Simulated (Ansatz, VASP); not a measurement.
**One calculation of Sc4Be, two programs**

```xyz
5
Lattice="4.8944 0.0000 0.0000 0.0000 4.8944 0.0000 0.0000 0.0000 4.8944" Properties=species:S:1:pos:R:3 pbc="T T T"
Sc    0.0000    2.4472    2.4472
Sc    2.4472    0.0000    2.4472
Sc    2.4472    2.4472    0.0000
Sc    0.0000    0.0000    0.0000
Be    2.4472    2.4472    2.4472
```

Alike in both runs: task relaxation of cell and atoms; functional PBE; k mesh 8 × 8 × 8; occupations gaussian, width 0.1 eV; no spin polarisation.

```csv
,VASP,Ansatz
version,VASP 6.6.1,Ansatz 0.2.0
potentials or method,"VASP PAW PBE potentials, release 64 (Sc_sv, Be), cutoff 600 eV","scalar-relativistic, plane waves, PAW"
valence electrons in the cell,46,46
```

|  | VASP | Ansatz | Ansatz less VASP |
| --- | --- | --- | --- |
| gap on the k mesh at the Fermi level, each at its own relaxed structure (eV) | none | none | - |
| relaxed volume (Å³/atom) | 23.63 | 23.57 | -0.064 |
| relaxed cell length with the largest relative difference (Å) | 4.907 | 4.903 | -0.0044 |

A gap of «none» marks a metal or a gap that the smearing closes.
